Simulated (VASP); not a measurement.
Crystal: SnTe.

```xyz
2
Lattice="0.0000 3.1509 3.1509 3.1509 0.0000 3.1509 3.1509 3.1509 0.0000" Properties=species:S:1:pos:R:3 pbc="T T T"
Te    3.1509    3.1509    3.1509
Sn    0.0000    0.0000    0.0000
```

```yaml
Program: VASP 6.6.1
Task: relaxation of cell and atoms
Functional: RPBE
Potentials_or_basis: VASP PAW PBE potentials, release 64 (Te, Sn_d)
Cutoff: 600 eV
k_mesh: 7 × 7 × 7
Occupations: fermi-dirac, width 0.05 eV
Spin: no spin polarisation
```

At the start: pressure 3.7 GPa; volume 31.28 Å³/atom.

How do energy, volume and symmetry change on relaxing?

Over 3 steps the energy falls by 28.9 meV/atom and the volume is 34.01 Å³/atom (+8.7 %); space group Fm-3m (No. 225, to 0.05 Å).

The path:
| step | energy change (eV) | largest force (eV/Å) | pressure (GPa) | volume (Å³) |
| --- | --- | --- | --- | --- |
| 1 | 0.0000 | 0.0000 | 3.65 | 62.56 |
| 2 | -0.0555 | 0.0000 | -0.61 | 69.24 |
| 3 | -0.0578 | 0.0000 | 0.00 | 68.02 |

Final structure:
```yaml
crystal:
  lattice:
    - [0.00000, 3.23987, 3.23987]
    - [3.23987, 0.00000, 3.23987]
    - [3.23987, 3.23987, 0.00000]
  atoms:
    - { symbol: Te, position: [0.50000, 0.50000, 0.50000] }
    - { symbol: Sn, position: [0.00000, 0.00000, 0.00000] }
```

Caveat: the PAW data sets were made with another functional, which shifts forces and pressure a little.
